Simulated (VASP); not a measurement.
Input of a VASP 6.6.1 run:

File INCAR:

```
PREC = Accurate ; ENCUT = 520
EDIFF = 1E-6 ; ISMEAR = 0
SIGMA = 0.1 ; LREAL = False
LASPH = True ; NELM = 80
ALGO = Fast ; ISIF = 2
LWAVE = False ; LCHARG = True
GGA = PE ; LELF = True
LVHAR = True ; NBANDS = 14
```

File KPOINTS:

```
Automatic mesh
0
Gamma
  18 18 10
```

File POSCAR:

```
Re
1.0
    2.8298194042      0.0000000000      0.0000000000
   -1.4149097021      2.4506954921      0.0000000000
    0.0000000000      0.0000000000      4.5704298726
Re
2
Direct
    0.3333333333      0.6666666667      0.2500000000
    0.6666666667      0.3333333333      0.7500000000
```

Potentials or basis: VASP PAW PBE potentials, release 64 (Re).

Command:

```console
$ cat potpaw_PBE.64/Re/POTCAR > POTCAR
$ mpirun -np 1 vasp_std > vasp.out
```

Problem. Predict the pressure.

Solution. -19.4 GPa.

Problem. Predict the band gap on the k mesh.

Solution. Zero (band 7 reaches 8.27 eV, above the bottom of band 8 at 5.48 eV).

Stress tensor (GPa, compression positive):
```
-19.34   0.00   0.00
  0.00 -19.34   0.00
  0.00   0.00 -19.51
```

Caveat: spin-orbit coupling is left out, which moves the levels of the heavy elements.
